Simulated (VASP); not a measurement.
A run of VASP 6.6.1:

Contents of INCAR:

```
SYSTEM = LiF
ALGO = Normal
EDIFF = 1E-6
ENCUT = 750
GGA = PE
GGA_COMPAT = .FALSE.
ISIF = 2
ISMEAR = 0
LASPH = .TRUE.
LCHARG = .FALSE.
LREAL = .FALSE.
LWAVE = .FALSE.
NBANDS = 12
NELM = 120
PREC = Accurate
SIGMA = 0.01
```

The input KPOINTS:

```
k-points
0
G
  4 4 4
  0 0 0
```

File POSCAR:

```
LiF
1.0
    0.0000000000      1.9500405966      1.9500405966
    1.9500405966      0.0000000000      1.9500405966
    1.9500405966      1.9500405966      0.0000000000
Li F
1 1
Direct
    0.0000000000      0.0000000000      0.0000000000
    0.5000000000      0.5000000000      0.5000000000
```

Potentials or basis: VASP PAW PBE potentials, release 64 (Li_sv, F).

Run with:

```bash
$ cat potpaw_PBE.64/Li_sv/POTCAR potpaw_PBE.64/F/POTCAR > POTCAR
$ mpirun -np 1 vasp_std > vasp.out
```

Hardware: 1 thread of Intel Xeon 6975P-C, with other jobs on the host.

Question: How long does it take, and how much memory?

Answer: It took 4.4 s on 1 thread of Intel Xeon 6975P-C (shared host), peak memory 0.14 GiB. Counts: scf iterations 11, k points 8.
